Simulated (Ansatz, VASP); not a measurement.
One calculation of K, two programs

The input INCAR:

```
SYSTEM = K
PREC = Accurate
ENCUT = 520
EDIFF = 1E-6
ISMEAR = -1
SIGMA = 0.1
LREAL = .False.
LASPH = .True.
NELM = 60
ALGO = Normal
ISIF = 2
LWAVE = .False.
LCHARG = .True.
GGA = PS
LELF = .True.
LVHAR = .True.
NBANDS = 20
```

Contents of KPOINTS:

```
regular mesh
0
Gamma
  6 6 8
  0 0 0
```

The input POSCAR:

```
K
1.0
    7.7539416508      0.0000000000      0.0000000000
   -3.8769708254      6.7151104490      0.0000000000
    0.0000000000      0.0000000000      4.6104426179
K
3
Direct
    0.0000000000      1.0000000000      1.0000000000
    0.3333333333      0.6666666667      0.5000000000
    0.6666666667      0.3333333333      0.5000000000
```

Input for Ansatz:

```yaml
crystal:
  lattice:
    - [7.7539416508, 0.0, 0.0]
    - [-3.8769708254, 6.715110449, 0.0]
    - [0.0, 0.0, 4.6104426179]
  atoms:
    - { symbol: K, position: [0.0, 1.0, 1.0] }
    - { symbol: K, position: [0.3333333333, 0.6666666667, 0.5] }
    - { symbol: K, position: [0.6666666667, 0.3333333333, 0.5] }
hamiltonian:
  xc: pbesol
  pseudopotentials:
    kind: paw
    azcp:
      K: "pseudopotentials/K.paw.azcp"
basis:
  ecutwfc: 420
  fft_grid_basis: typed
kpoints:
  mp_grid: { grid: [6, 6, 8], shift: [0, 0, 0] }
magnetization:
  spin_polarized: false
scf:
  occupations: { method: fermi_dirac, width: 0.1 }
  lower_state_search: "off"
output:
  stress: true
```

Alike in both runs: task single point; functional PBEsol; k mesh 6 × 6 × 8; occupations fermi-dirac, width 0.1 eV; no spin polarisation.

|  | VASP | Ansatz |
| --- | --- | --- |
| version | VASP 6.6.1 | Ansatz 0.2.0 |
| potentials or method | VASP PAW PBE potentials, release 64 (K_sv), cutoff 520 eV | plane waves (420 eV) with PAW, scalar-relativistic |
| valence electrons in the cell | 27 | 27 |

|  | VASP | Ansatz | Ansatz less VASP |
| --- | --- | --- | --- |
| pressure (GPa) | -0.3 | -0.3 | +0.01 |

VASP's potentials were made for PBE, not for PBEsol, and Ansatz warns of the same on its side. With one functional, cell and mesh, what is left measures potentials, basis and numerics.
